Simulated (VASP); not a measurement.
GaB3, 4 atoms in the cell. The structure is orthorhombic, space group Cmmm (No. 65). Conventional cell: a = 3.318 Å, b = 5.362 Å, c = 5.020 Å, α = 90.00°, β = 90.00°, γ = 90.00°. Within 2.4 Å of Ga (site symmetry mmm) lie 6 B at 1.81 to 1.97 Å. Within 1.9 Å of B (site symmetry m2m) lie 1 B at 1.42 Å and 2 Ga at 1.81 Å. B (site symmetry mmm) has 10 B at 2.61 to 3.32 Å and 4 Ga at 3.01 Å within 3.4 Å. 

```yaml
Program: VASP 6.6.1
Task: relaxation of cell and atoms
Functional: PBE
Potentials_or_basis: VASP PAW PBE potentials, release 64 (Ga_d, B)
Cutoff: 600 eV
k_mesh: 6 × 6 × 4
Occupations: gaussian, width 0.1 eV
Spin: no spin polarisation
Dipole_correction: no
Further_INCAR_settings: ALGO = Normal; EDIFF = 1e-06; IBRION = 2; EDIFFG = -0.04; NSW = 90; ISIF = 3
```

Potentials or basis: VASP PAW PBE potentials, release 64 (Ga_d, B).

The run is started by

```console
$ cat potpaw_PBE.64/Ga_d/POTCAR potpaw_PBE.64/B/POTCAR > POTCAR
$ mpirun -np 1 vasp_std > vasp.out
```

Hardware: 1 thread of Intel(R) Xeon(R) Platinum 8559C (Emerald Rapids), on a shared host.

How long does it take, and how much memory?

It took 6.1 min on 1 thread of Intel(R) Xeon(R) Platinum 8559C (Emerald Rapids) (shared host), peak memory 0.2 GiB. Counts: scf iterations 258, k points 39, ion steps 34.
